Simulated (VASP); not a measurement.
A run of VASP 6.6.1 is set up as follows.

Contents of POSCAR:

```
Ga4P3N
1.0
    3.6963030266      0.0000000000      0.0000000000
   -1.8481515133      3.2010923211      0.0000000000
    0.0000000000      0.0000000000     12.1433310832
N P Ga
1 3 4
Direct
    0.6666666667      0.3333333333     -0.0019828818
    0.6666666667      0.3333333333      0.4993524968
    0.3333333333      0.6666666667      0.7638192471
    0.3333333333      0.6666666667      0.2351551130
    0.6666666667      0.3333333333      0.8368383332
    0.6666666667      0.3333333333      0.3055698594
    0.3333333333      0.6666666667      0.5704213131
    0.3333333333      0.6666666667      0.0408265192
```

File INCAR.step1:

```
SYSTEM = Ga4P3N
PREC     = Accurate       ! precision mode
ENCUT    = 520            ! plane-wave cutoff, eV
ISMEAR   = -1             ! smearing method
SIGMA    = 0.02           ! smearing width, eV
LREAL    = .False.        ! projectors in reciprocal space
LASPH    = .True.         ! aspherical terms in the spheres
NELM     = 60             ! most SCF steps
NBANDS   = 46             ! bands
GGA      = PE             ! functional
ALGO     = Normal         ! electronic algorithm
EDIFF    = 1E-4           ! SCF threshold, eV
LWAVE    = .True.         ! write WAVECAR
LCHARG   = .False.        ! write CHGCAR
```

File INCAR.step2:

```
SYSTEM = Ga4P3N
PREC     = Accurate       ! precision mode
ENCUT    = 520            ! plane-wave cutoff, eV
EDIFF    = 1E-6           ! SCF threshold, eV
ISMEAR   = -1             ! smearing method
SIGMA    = 0.02           ! smearing width, eV
LREAL    = .False.        ! projectors in reciprocal space
LASPH    = .True.         ! aspherical terms in the spheres
NELM     = 60             ! most SCF steps
ALGO     = Normal         ! electronic algorithm
ISIF     = 2              ! what is computed and relaxed
LWAVE    = .False.        ! write WAVECAR
LCHARG   = .False.        ! write CHGCAR
METAGGA  = R2SCAN         ! meta-GGA
LMIXTAU  = .True.       
NBANDS   = 46             ! bands
ISTART   = 1
```

The input KPOINTS:

```
Automatic mesh
0
Gamma
  12 12 2
  0 0 0
```

Potentials or basis: VASP PAW PBE potentials, release 64 (N, P, Ga_d).

Command:

```sh
$ cat potpaw_PBE.64/N/POTCAR potpaw_PBE.64/P/POTCAR potpaw_PBE.64/Ga_d/POTCAR > POTCAR
$ cp INCAR.step1 INCAR
$ mpirun -np 1 vasp_std > vasp.out
$ cp INCAR.step2 INCAR
$ mpirun -np 1 vasp_std > vasp.out
```

Task: Predict the pressure.

Result: 0.0 GPa.

Task: Estimate the band gap on the k mesh.

Result: Zero (filled and empty bands touch).

Task: Predict the largest force.

Result: 0.053 eV/Å.

Forces in eV/Å, atoms in the order of the input:
```
N    0.000  0.000  0.048
P    0.000  0.000  0.004
P    0.000  0.000 -0.002
P    0.000  0.000  0.001
Ga   0.000  0.000 -0.053
Ga   0.000  0.000 -0.011
Ga   0.000  0.000 -0.002
Ga   0.000  0.000  0.014
```

Caveat: semilocal functionals underestimate gaps, and a narrow one can read as zero; the PAW data sets were made with another functional, which shifts forces and pressure a little.
